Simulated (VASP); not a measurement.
# Al2Cu in VASP: notebook, part 2 of 2

VASP 6.6.1. The steps go on from the part before.

## (3) Relaxation of cell and atoms, PBEsol, target pressure 90 GPa, at which the enthalpy is minimised

This run uses another cell than the first one, of 11.04 Å³/atom.

The input, INCAR:

```
PREC     = Accurate       # precision mode
ENCUT    = 600            # plane-wave cutoff, eV
EDIFF    = 1E-6           # SCF threshold, eV
ISMEAR   = 0              # smearing method
SIGMA    = 0.1            # smearing width, eV
LREAL    = F              # projectors in reciprocal space
LASPH    = T              # aspherical terms in the spheres
NELM     = 80             # most SCF steps
ALGO     = Normal         # electronic algorithm
ISIF     = 3              # what is computed and relaxed
LWAVE    = F              # write WAVECAR
LCHARG   = F              # write CHGCAR
GGA      = PS             # functional
IBRION   = 2              # ionic algorithm
NSW      = 70             # ionic steps
EDIFFG   = -0.008         # ionic threshold
PSTRESS  = 900.0
```

The input, KPOINTS:

```
Automatic mesh
0
Gamma
  16 16 16
```

The input, POSCAR:

```
Al2Cu
1.0
   -1.8025570628      1.8025570628      2.5492006452
    1.8025570628     -1.8025570628      2.5492006452
    1.8025570628      1.8025570628     -2.5492006452
Al Cu
2 1
Direct
    0.7500000000      0.2500000000      0.5000000000
    0.2500000000      0.7500000000      0.5000000000
    0.5000000000      0.5000000000      0.0000000000
```

Potentials or basis: VASP PAW PBE potentials, release 64 (Al, Cu).

Command:

```sh
$ cat potpaw_PBE.64/Al/POTCAR potpaw_PBE.64/Cu/POTCAR > POTCAR
$ mpirun -np 1 vasp_std > vasp.out
```

OUTCAR:

```text
PREC = Accurate
   ENCUT = 600
   EDIFF = 1E-6
   ISMEAR = 0
   LREAL = F
   LASPH = T
   NELM = 80
   ISIF = 3
   GGA = PS
   IBRION = 2
   NSW = 70
   EDIFFG = -0.008
   PSTRESS = 900.0

 ion  position               nearest neighbor table
   1  0.750  0.250  0.500-   3 2.21   3 2.21   3 2.21   3 2.21   2 2.55   2 2.55   2 2.55   2 2.55
                             2 2.55   2 2.55
   2  0.250  0.750  0.500-   3 2.21   3 2.21   3 2.21   3 2.21   1 2.55   1 2.55   1 2.55   1 2.55
                             1 2.55   1 2.55
   3  0.500  0.500  0.000-   2 2.21   1 2.21   1 2.21   2 2.21   1 2.21   2 2.21   2 2.21   1 2.21

  LATTYP: Found a face centered cubic cell.
 ALAT       =     5.0984012904

  Lattice vectors:

 A1 = (   1.8025570628,  -1.8025570628,  -2.5492006452)
 A2 = (   1.8025570628,   1.8025570628,  -2.5492006452)
 A3 = (   3.6051141256,   0.0000000000,   0.0000000000)

Analysis of symmetry for initial positions (statically):
=====================================================================
 Subroutine PRICEL returns:
 Original cell was already a primitive cell.

 Routine SETGRP: Setting up the symmetry group for a
 face centered cubic supercell.

 Subroutine GETGRP returns: Found 48 space group operations
 (whereof 48 operations were pure point group operations)
 out of a pool of 48 trial point group operations.

The static configuration has the point symmetry O_h .

Analysis of symmetry for dynamics (positions and initial velocities):
=====================================================================
 Subroutine PRICEL returns:
 Original cell was already a primitive cell.

 Routine SETGRP: Setting up the symmetry group for a
 face centered cubic supercell.

 Subroutine GETGRP returns: Found 48 space group operations
 (whereof 48 operations were pure point group operations)
[... 141 lines left out ...]
 NGX is ok and might be reduce to    30
   NGX = 15   NGY = 15   NGZ = 15

--------------------------------------- Ionic step        1  -------------------------------------------

 number of electron      17.0000011 magnetization

 Free energy of the ion-electron system (eV)
  ---------------------------------------------------
  ext. energy  EPLUGINS =         0.00000000
  ---------------------------------------------------
  free energy    TOTEN  =       -10.55007396 eV

  energy without entropy =      -10.54673509  energy(sigma->0) =      -10.54840453

------------------------ aborting loop because EDIFF is reached ----------------------------------------

  FORCE on cell =-STRESS in cart. coord.  units (eV):
  Direction    XX          YY          ZZ          XY          YZ          ZX
  --------------------------------------------------------------------------------------
  -------------------------------------------------------------------------------------
  Total       15.9406374     15.9406374     15.9406374      0.0000000      0.0000000      0.0000000
  in kB      770.8576948    770.8576948    770.8576948      0.0000000      0.0000000      0.0000000
  external PRESSURE =    -129.1423052 kB  Pullay stress =     900.0000000 kB
[... 104 lines left out ...]
--------------------------------------- Ionic step        4  -------------------------------------------

 number of electron      17.0000004 magnetization

 Free energy of the ion-electron system (eV)
  ---------------------------------------------------
  ext. energy  EPLUGINS =         0.00000000
  ---------------------------------------------------
  free energy    TOTEN  =        -9.99216410 eV

  energy without entropy =       -9.98900402  energy(sigma->0) =       -9.99058406

 E-fermi :  11.7397     XC(G=0): -12.3501

 val. band max:       11.7051114615   @ k =  -0.1875   0.1250   0.0000
 cond. band min:      11.7644148327   @ k =   0.2500   0.1875   0.0625
 fundamental gap:      0.0593033712
 Fermi energy:        11.7396565718

 k-point     1 :       0.0000    0.0000    0.0000
  band No.  band energies     occupation
      1      -1.2880      2.00000
      2       5.2435      2.00000
      3       5.2435      2.00000
      4       5.2435      2.00000
      5       5.9951      2.00000
      6       5.9951      2.00000
      7      14.6246      0.00000
      8      14.6246      0.00000
      9      14.6246      0.00000
     10      16.2063      0.00000
     11      16.2063      0.00000
     12      16.2063      0.00000
[... 331 lines left out ...]
 k-point    24 :      -0.0625    0.0625    0.0000
  band No.  band energies     occupation
      1      -1.1955      2.00000
      2       5.2222      2.00000
      3       5.2606      2.00000
      4       5.2606      2.00000
      5       5.9718      2.00000
      6       6.0073      2.00000
      7      13.9048      0.00000
      8      13.9048      0.00000
      9      14.3707      0.00000
     10      16.0224      0.00000
     11      17.0550      0.00000
     12      17.0550      0.00000

 [... further k-points ...]

------------------------ aborting loop because EDIFF is reached ----------------------------------------

  FORCE on cell =-STRESS in cart. coord.  units (eV):
  Direction    XX          YY          ZZ          XY          YZ          ZX
  --------------------------------------------------------------------------------------
  -------------------------------------------------------------------------------------
  Total       18.0077610     18.0077610     18.0077610     -0.0000000     -0.0000000      0.0000000
  in kB      899.9784899    899.9784899    899.9784899     -0.0000000     -0.0000000      0.0000000
  external PRESSURE =      -0.0215101 kB  Pullay stress =     900.0000000 kB
[... 22 lines left out ...]
  energy  without entropy=       -9.9890040203  energy(sigma->0) =       -9.99058406

  enthalpy is  TOTEN    =         8.0160272753 eV   P V=       18.0081913765

 reached required accuracy - stopping structural energy minimisation
```

CONTCAR:

```text
Al2Cu
   1.00000000000000
    -1.7828756780364268    1.7828756780364268    2.5213669639454701
     1.7828756780364268   -1.7828756780364268    2.5213669639454701
     1.7828756780364268    1.7828756780364268   -2.5213669639454701
  Al              Cu
     2     1
Direct
     0.7500000000000000    0.2500000000000000    0.5000000000000000
     0.2500000000000000    0.7500000000000000    0.5000000000000000
     0.5000000000000000    0.5000000000000000    0.0000000000000000

  0.00000000E+00  0.00000000E+00  0.00000000E+00
  0.00000000E+00  0.00000000E+00  0.00000000E+00
  0.00000000E+00  0.00000000E+00  0.00000000E+00
```

It took 7.1 min on 1 thread of Intel Xeon 8259CL, shared host; peak memory 0.24 GiB.

Results:

```yaml
Free_energy: -9.9922 eV
Relaxed_volume: 10.69 Å³/atom
Relaxed_cell: a = 3.566 Å, b = 3.566 Å, c = 3.566 Å, α = 120.00°, β = 120.00°, γ = 90.00°
Space_group_after_relaxing_to_0.1_Å: Fm-3m (No. 225)
Energy_change_on_relaxing_the_run_minimises_the_enthalpy: +186.0 meV/atom
Ionic_steps: 4
Pressure_after_relaxing: 90.0 GPa
Band_gap_on_the_k_mesh: zero (an odd number of electrons rules out a gap without spin polarisation)
```

The path:
```csv
step,energy change (eV),largest force (eV/Å),pressure (GPa),volume (Å³)
1,0.0000,0.0000,77.09,33.13
2,2.6769,0.0000,138.60,29.04
3,0.5333,0.0000,89.38,32.10
4,0.5579,0.0000,90.00,32.06
```

Final structure:
```
Al Cu
1.0
    -1.78288    1.78288    2.52137
     1.78288   -1.78288    2.52137
     1.78288    1.78288   -2.52137
Al Cu
2 1
Direct
  0.75000 0.25000 0.50000
  0.25000 0.75000 0.50000
  0.50000 0.50000 0.00000
```

Caveat: the cell is relaxed towards a set pressure, so the run minimises the enthalpy, not the energy; the PAW data sets were made with another functional, which shifts forces and pressure a little.
